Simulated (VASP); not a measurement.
MgTl, 2 atoms in the cell. It takes space group Pm-3m (No. 221, cubic). The conventional cell has a = 3.671 Å, b = 3.671 Å, c = 3.671 Å, α = 90.00°, β = 90.00°, γ = 90.00°. Within 4.2 Å of Mg (site symmetry m-3m) lie 8 Tl at 3.18 Å and 6 Mg at 3.67 Å. Within 4.2 Å of Tl (site symmetry m-3m) lie 8 Mg at 3.18 Å and 6 Tl at 3.67 Å. 

```yaml
Program: VASP 6.6.1
Task: single point
Functional: r2SCAN
Potentials_or_basis: VASP PAW PBE potentials, release 64 (Mg, Tl_d)
Cutoff: 520 eV
k_mesh: 12 × 12 × 12
Occupations: gaussian, width 0.1 eV
Spin: no spin polarisation
Dipole_correction: no
Further_INCAR_settings: ALGO = Normal; EDIFF = 1e-06; NBANDS = 14
```

Potentials or basis: VASP PAW PBE potentials, release 64 (Mg, Tl_d).

The run is started by

```bash
$ cat potpaw_PBE.64/Mg/POTCAR potpaw_PBE.64/Tl_d/POTCAR > POTCAR
$ cp INCAR.step1 INCAR
$ mpirun -np 1 vasp_std > vasp.out
$ cp INCAR.step2 INCAR
$ mpirun -np 1 vasp_std > vasp.out
```

Hardware: 1 thread of Intel(R) Xeon(R) Platinum 8559C (Emerald Rapids), with other jobs on the host.

**Question.** How long does it take, and how much memory?

**Answer.** Run time: 80 s on 1 thread of Intel(R) Xeon(R) Platinum 8559C (Emerald Rapids), on a shared host, peak memory 0.2 GiB. Counts: k points 84.
